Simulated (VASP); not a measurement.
# Hf (R-3m) in VASP: further runs, part 3 of 3

VASP 6.6.1. The steps go on from the part before.

## 5. Single point, PBEsol

This run uses another cell than the first one, of the same volume but with other edges.

File INCAR:

```
PREC = Accurate
ENCUT = 520
EDIFF = 1E-7
ISMEAR = 0
SIGMA = 0.15
LREAL = F
LASPH = T
NELM = 100
ALGO = Fast
ISIF = 2
LWAVE = F
LCHARG = F
GGA = PS
NBANDS = 11
```

File KPOINTS:

```
regular mesh
0
Gamma
  20 20 20
```

File POSCAR:

```
Hf
1.0
   -1.5853320300      1.8118080343      1.8118080343
    1.8118080343     -1.5853320300      1.8118080343
    1.8118080343      1.8118080343     -1.5853320300
Hf
1
Direct
    0.0000000000      0.0000000000      0.0000000000
```

Potentials or basis: VASP PAW PBE potentials, release 64 (Hf_pv).

Run with:

```console
$ cat potpaw_PBE.64/Hf_pv/POTCAR > POTCAR
$ mpirun -np 1 vasp_std > vasp.out
```

OUTCAR:

```text
PREC = Accurate
   ENCUT = 520
   EDIFF = 1E-7
   ISMEAR = 0
   LREAL = F
   LASPH = T
   NELM = 100
   ISIF = 2
   GGA = PS

 ion  position               nearest neighbor table
   1  0.000  0.000  0.000-

  LATTYP: Found a trigonal (rhomboedric) cell.
 ALAT       =     3.0130672664
 COS(alpha) =    -0.2711864407

  Lattice vectors:

 A1 = (  -1.5853320300,   1.8118080343,   1.8118080343)
 A2 = (   1.8118080343,  -1.5853320300,   1.8118080343)
 A3 = (   1.8118080343,   1.8118080343,  -1.5853320300)

Analysis of symmetry for initial positions (statically):
=====================================================================
 Subroutine PRICEL returns:
 Original cell was already a primitive cell.

 Routine SETGRP: Setting up the symmetry group for a
 trigonal (rhombohedral) supercell.

 Subroutine GETGRP returns: Found 12 space group operations
 (whereof 12 operations were pure point group operations)
 out of a pool of 12 trial point group operations.

The static configuration has the point symmetry D_3d.

Analysis of symmetry for dynamics (positions and initial velocities):
=====================================================================
 Subroutine PRICEL returns:
 Original cell was already a primitive cell.

 Routine SETGRP: Setting up the symmetry group for a
 trigonal (rhombohedral) supercell.

 Subroutine GETGRP returns: Found 12 space group operations
 (whereof 12 operations were pure point group operations)
 out of a pool of 12 trial point group operations.

The dynamic configuration has the point symmetry D_3d.

 Subroutine INISYM returns: Found 12 space group operations
 (whereof 12 operations are pure point group operations),
 and found     1 'primitive' translations

----------------------------------------------------------------------------------------

                                     Primitive cell

  volume of cell :      23.5229

  direct lattice vectors                    reciprocal lattice vectors
    -1.585332030  1.811808034  1.811808034    -0.032707251  0.261658004  0.261658004
     1.811808034 -1.585332030  1.811808034     0.261658004 -0.032707251  0.261658004
     1.811808034  1.811808034 -1.585332030     0.261658004  0.261658004 -0.032707251

  length of vectors
     3.013067266  3.013067266  3.013067266     0.371482956  0.371482956  0.371482956

  position of ions in fractional coordinates (direct lattice)
     0.000000000  0.000000000  0.000000000

  ion indices of the primitive-cell ions
   primitive index   ion index
                 1           1

----------------------------------------------------------------------------------------

 KPOINTS: regular mesh

Automatic generation of k-mesh.
 Grid dimensions read from file:
 generate k-points for:   20   20   20

 Generating k-lattice:

  Cartesian coordinates                     Fractional coordinates (reciprocal lattice)
    -0.001635363  0.013082900  0.013082900     0.050000000  0.000000000  0.000000000
     0.013082900 -0.001635363  0.013082900     0.000000000  0.050000000  0.000000000
     0.013082900  0.013082900 -0.001635363    -0.000000000 -0.000000000  0.050000000

  Length of vectors
     0.018574148  0.018574148  0.018574148

  Shift w.r.t. Gamma in fractional coordinates (k-lattice)
     0.000000000  0.000000000  0.000000000

 Subroutine IBZKPT returns following result:
 ===========================================

 Found    781 irreducible k-points:

 Following reciprocal coordinates:
            Coordinates               Weight
  0.000000  0.000000  0.000000      1.000000
  0.050000  0.000000  0.000000      6.000000
  0.100000  0.000000  0.000000      6.000000
  0.150000  0.000000  0.000000      6.000000
  0.200000  0.000000  0.000000      6.000000
  0.250000  0.000000  0.000000      6.000000
[... 16 lines left out ...]
 -0.400000  0.050000 -0.000000     12.000000
 -0.350000  0.050000  0.000000     12.000000
 [... further k-points ...]
   k-points           NKPTS =    781   k-points in BZ     NKDIM =    781   number of bands    NBANDS=     11
   number of dos      NEDOS =    301   number of ions     NIONS =      1
   total plane-waves  NPLWV =  13824
   dimension x,y,z NGX =    24 NGY =   24 NGZ =   24
   dimension x,y,z NGXF=    48 NGYF=   48 NGZF=   48
   ions per type =               1
   NGX,Y,Z   is equivalent  to a cutoff of  13.24, 13.24, 13.24 a.u.
   NGXF,Y,Z  is equivalent  to a cutoff of  26.48, 26.48, 26.48 a.u.
 SYSTEM =  unknown system
   PREC   = accura    normal or accurate (medium, high low for compatibility)
   ISTART =      0    job   : 0-new  1-cont  2-samecut
   ICHARG =      2    charge: 1-file 2-atom 10-const
   ISPIN  =      1    spin polarized calculation?
   LNONCOLLINEAR =      F non collinear calculations
   LSORBIT =      F    spin-orbit coupling
   LASPH  =      T    aspherical Exc in radial PAW
   ENCUT  =  520.0 eV  38.22 Ry    6.18 a.u.   5.60  5.60  5.60*2*pi/ulx,y,z
   NELM   =    100;   NELMIN=  2; NELMDL= -5     # of ELM steps
   EDIFF  = 0.1E-06   stopping-criterion for ELM
   LREAL  =      F    real-space projection
   EDIFFG = 0.1E-05   stopping-criterion for IOM
   NSW    =      0    number of steps for IOM
   IBRION =     -1    ionic relax: 0-MD 1-quasi-New 2-CG
   NFREE  =      0    steps in history (QN), initial steepest desc. (CG)
   ISIF   =      2    stress and relaxation
   ISYM   =      2    0-nonsym 1-usesym 2-fastsym
   POTIM  = 0.5000    time-step for ionic-motion
   TEBEG  =    0.0;   TEEND  =   0.0 temperature during run
   PSTRESS=    0.0 pullay stress
   NELECT =      10.0000    total number of electrons
   NUPDOWN=      -1.0000    fix difference up-down
   EMIN   =  10.00;   EMAX   =-10.00  energy-range for DOS
   EFERMI =   0.00;   METHOD = LEGACY
   ISMEAR =     0;   SIGMA  =   0.15  broadening in eV -4-tet -1-fermi 0-gaus
   EFERMI_NEDOS =   21; number of points for ismear=-14 and -15
   IALGO  =     68    algorithm
   IMIX   =      4    mixing-type and parameters
     AMIX     =   0.40;   BMIX     =  1.00
     AMIX_MAG =   1.60;   BMIX_MAG =  1.00
  volume/ion in A,a.u.               =      23.52       158.74
  Fermi-wavevector in a.u.,A,eV,Ry     =   1.230961  2.326179 20.616432  1.515265
  Thomas-Fermi vector in A             =   2.365789
   LORBIT       =      0    0 simple, 1 ext, 2 COOP (PROOUT), +10 PAW based schemes
   GGA     = PS    functional components
   LHFCALC =     F    Hartree Fock is set to
   AEXX    =    0.0000 exact exchange contribution
   IVDW    =     0    specifies the selected vdW correction
   LEPSILON=     F    determine dielectric tensor
   LRPA    =     F    only Hartree local field effects (RPA)
 non-spin polarized calculation
 RMM-DIIS sequential band-by-band and
 Gauss-broadening in eV      SIGMA  =   0.15
  energy-cutoff  :      520.00
  volume of cell :       23.52
 maximum number of plane-waves:       648
   NGX = 11   NGY = 11   NGZ = 11

 number of electron      10.0000000 magnetization

 Free energy of the ion-electron system (eV)
  ---------------------------------------------------
  ext. energy  EPLUGINS =         0.00000000
  ---------------------------------------------------
  free energy    TOTEN  =       -10.13059041 eV

  energy without entropy =      -10.10487107  energy(sigma->0) =      -10.11773074

 E-fermi :   4.0554     XC(G=0): -11.1461

 val. band max:        4.0535814750   @ k =   0.3500   0.3000   0.3000
 cond. band min:       4.0558338911   @ k =  -0.4000   0.1500   0.1500
 fundamental gap:      0.0022524161
 Fermi energy:         4.0554463020

 k-point     1 :       0.0000    0.0000    0.0000
  band No.  band energies     occupation
      1     -25.9826      2.00000
      2     -25.8237      2.00000
      3     -25.8237      2.00000
      4      -2.7676      2.00000
      5       4.4114      0.00079
      6       4.4114      0.00079
      7       7.1963      0.00000
      8       8.7532      0.00000
      9       8.7532      0.00000
     10      16.4038      0.00000
     11      16.4038      0.00000

 k-point     2 :       0.0500    0.0000    0.0000
  band No.  band energies     occupation
      1     -25.9896      2.00000
      2     -25.8377      2.00000
      3     -25.8236      2.00000
      4      -2.6894      2.00000
      5       4.3919      0.00151
      6       4.4267      0.00047
      7       7.2003      0.00000
      8       8.7081      0.00000
      9       8.7313      0.00000
     10      16.4934      0.00000
     11      16.5937      0.00000
[... 295 lines left out ...]
 k-point    24 :      -0.3500    0.0500    0.0000
  band No.  band energies     occupation
      1     -26.4723      2.00000
      2     -25.9650      2.00000
      3     -25.8248      2.00000
      4      -0.1055      2.00000
      5       3.7774      1.99125
      6       4.0021      1.38478
      7       8.5246      0.00000
      8       8.8159      0.00000
      9       8.9898      0.00000
     10      14.8459      0.00000
     11      16.6707      0.00000

 [... further k-points ...]
[... 5 lines left out ...]
  --------------------------------------------------------------------------------------
  -------------------------------------------------------------------------------------
  Total       -1.2084151     -1.2084151     -1.2084151     -0.7220765     -0.7220765     -0.7220765
  in kB      -82.3066876    -82.3066876    -82.3066876    -49.1815480    -49.1815480    -49.1815480
  external PRESSURE =     -82.3066876 kB  Pullay stress =       0.0000000 kB

 VOLUME and BASIS-vectors are now :
 -----------------------------------------------------------------------------
  energy-cutoff  :      520.00
  volume of cell :       23.52
      direct lattice vectors                 reciprocal lattice vectors
    -1.585332030  1.811808034  1.811808034    -0.032707251  0.261658004  0.261658004
     1.811808034 -1.585332030  1.811808034     0.261658004 -0.032707251  0.261658004
     1.811808034  1.811808034 -1.585332030     0.261658004  0.261658004 -0.032707251

 POSITION                                       TOTAL-FORCE (eV/Angst)
 -----------------------------------------------------------------------------------
      0.00000      0.00000      0.00000        -0.000000      0.000000     -0.000000
 -----------------------------------------------------------------------------------
    total drift:                                0.000000      0.000000      0.000000

  FREE ENERGIE OF THE ION-ELECTRON SYSTEM (eV)
  ---------------------------------------------------
  free  energy   TOTEN  =       -10.1305904136 eV

  energy  without entropy=      -10.1048710651  energy(sigma->0) =      -10.11773074
```

OSZICAR:

```text
N       E                     dE             d eps       ncg     rms          rms(c)
DAV:   1     0.120987719814E+02    0.12099E+02   -0.57308E+03 17286   0.837E+02
DAV:   2    -0.100695665105E+02   -0.22168E+02   -0.21488E+02 21742   0.153E+02
DAV:   3    -0.105208367247E+02   -0.45127E+00   -0.44505E+00 21393   0.148E+01
DAV:   4    -0.105228719986E+02   -0.20353E-02   -0.20346E-02 19464   0.122E+00
DAV:   5    -0.105228848707E+02   -0.12872E-04   -0.12872E-04 21688   0.854E-02    0.421E+01
RMM:   6    -0.102212850553E+02    0.30160E+00   -0.20092E-01 17462   0.288E+00    0.235E+01
RMM:   7    -0.101347213967E+02    0.86564E-01   -0.32974E-01 19192   0.384E+00    0.108E+00
RMM:   8    -0.101304728245E+02    0.42486E-02   -0.22804E-02 18866   0.125E+00    0.668E-01
RMM:   9    -0.101306349375E+02   -0.16211E-03   -0.32711E-03 22383   0.472E-01    0.160E-01
RMM:  10    -0.101305779933E+02    0.56944E-04   -0.50329E-04 20386   0.179E-01    0.147E-01
RMM:  11    -0.101305896152E+02   -0.11622E-04   -0.13839E-04 24754   0.884E-02    0.674E-02
RMM:  12    -0.101305930153E+02   -0.34001E-05   -0.19118E-05 24121   0.330E-02    0.893E-02
RMM:  13    -0.101305902016E+02    0.28138E-05   -0.61730E-06 20363   0.179E-02    0.195E-02
RMM:  14    -0.101305903966E+02   -0.19509E-06   -0.83772E-07 22114   0.715E-03    0.116E-02
RMM:  15    -0.101305904136E+02   -0.16985E-07   -0.11210E-07 17810   0.247E-03
   1 F= -.10130590E+02 E0= -.10117731E+02  d E =-.257193E-01
```

Wall time 58 s (1 thread of Intel Xeon 6975P-C (Granite Rapids), shared host); peak memory 0.3 GiB.

Results:

- Free energy: -10.1306 eV
- Pressure: -8.2 GPa
- Band gap on the k mesh: zero (band 5 reaches 4.96 eV, above the bottom of band 6 at 3.55 eV)

Stress tensor (GPa, compression positive):
```
-8.23 -4.92 -4.92
-4.92 -8.23 -4.92
-4.92 -4.92 -8.23
```

Levels at points of the mesh, in eV from the Fermi level:
```csv
k point,band 3,band 4,band 5,band 6,band 7,band 8
"(0.00, 0.00, 0.00)",-29.88,-6.82,0.36,0.36,3.14,4.70
"(0.50, 0.00, 0.00)",-29.87,-3.38,-0.61,0.38,4.54,5.22
"(0.50, 0.50, 0.00)",-29.91,-3.00,-0.54,1.76,3.83,4.21
"(0.50, 0.50, 0.50)",-30.29,-2.31,-2.31,3.97,6.51,7.40
```

Caveat: the PAW data sets were made with another functional, which shifts forces and pressure a little; spin-orbit coupling is left out, which moves the levels of the heavy elements.

## 6. Single point, PBEsol

File INCAR:

```
PREC = Accurate ; ENCUT = 520
EDIFF = 1E-7 ; ISMEAR = 0
SIGMA = 0.15 ; LREAL = False
LASPH = True ; NELM = 100
ALGO = Fast ; ISIF = 2
LWAVE = False ; LCHARG = True
GGA = PS ; LELF = True
LVHAR = True ; NBANDS = 11
```

KPOINTS is that of step 5.

File POSCAR:

```
Hf
1.0
   -1.1594912628      1.8652685532      1.8652685532
    1.8652685532     -1.1594912628      1.8652685532
    1.8652685532      1.8652685532     -1.1594912628
Hf
1
Direct
    0.0000000000      0.0000000000      0.0000000000
```

Potentials or basis: VASP PAW PBE potentials, release 64 (Hf_pv).

Run with:

```console
$ cat potpaw_PBE.64/Hf_pv/POTCAR > POTCAR
$ mpirun -np 1 vasp_std > vasp.out
```

Wall time 62 s (1 thread of Intel Xeon 6975P-C (Granite Rapids), shared host); peak memory 0.3 GiB.

The run converged. Its results:

| Item | Value |
| --- | --- |
| Free energy | -9.5594 eV |
| Pressure | -1.9 GPa |
| Band gap on the k mesh | zero (band 5 reaches 4.65 eV, above the bottom of band 6 at 2.67 eV) |

Stress tensor (GPa, compression positive):
```
-1.89 -5.40 -5.40
-5.40 -1.89 -5.40
-5.40 -5.40 -1.89
```

Levels at points of the mesh, in eV from the Fermi level:
| k point | band 2 | band 3 | band 4 | band 5 | band 6 | band 7 | band 8 | band 9 |
| --- | --- | --- | --- | --- | --- | --- | --- | --- |
| (0.00, 0.00, 0.00) | -29.69 | -29.69 | -6.62 | -1.28 | -1.28 | 6.13 | 6.62 | 6.62 |
| (0.50, 0.00, 0.00) | -29.71 | -29.60 | -3.21 | -0.56 | 0.08 | 3.31 | 3.71 | 6.87 |
| (0.50, 0.50, 0.00) | -30.56 | -29.57 | -2.97 | -0.71 | 3.77 | 3.82 | 4.32 | 5.90 |
| (0.50, 0.50, 0.50) | -30.55 | -30.38 | -1.81 | -1.81 | -0.16 | 6.82 | 9.25 | 9.25 |

Caveat: the PAW data sets were made with another functional, which shifts forces and pressure a little; spin-orbit coupling is left out, which moves the levels of the heavy elements.

## 7. Summary

```csv
cell,further INCAR settings,gap on the mesh (eV),pressure (GPa)
"a = 2.937 Å, angles 101.6°, 1 atom",ALGO = Fast; EDIFF = 1e-07; NBANDS = 11,none,-6.2
"a = 3.572 Å, angles 115.8°, 1 atom",ALGO = Fast; EDIFF = 1e-06; NBANDS = 11,none,15.1
"a = 3.249 Å, angles 112.1°, 1 atom",ALGO = Fast; EDIFF = 1e-06; NBANDS = 11,none,-8.3
"a = 3.013 Å, angles 105.7°, 1 atom",ALGO = Fast; EDIFF = 1e-07; NBANDS = 11,none,-8.2
"a = 2.881 Å, angles 95.9°, 1 atom",ALGO = Fast; EDIFF = 1e-07; NBANDS = 11,none,-1.9
```

Alike in all rows: task single point; level PBEsol; potentials or basis VASP PAW PBE potentials, release 64 (Hf_pv); no spin polarisation; k mesh 20 × 20 × 20; cutoff (eV) 520; smearing gaussian 0.15 eV.

Caveats: the PAW data sets were made with another functional, which shifts forces and pressure a little; spin-orbit coupling is left out, which moves the levels of the heavy elements.

Total energies depend on the potentials used, so only differences within one code and one set of settings carry meaning.
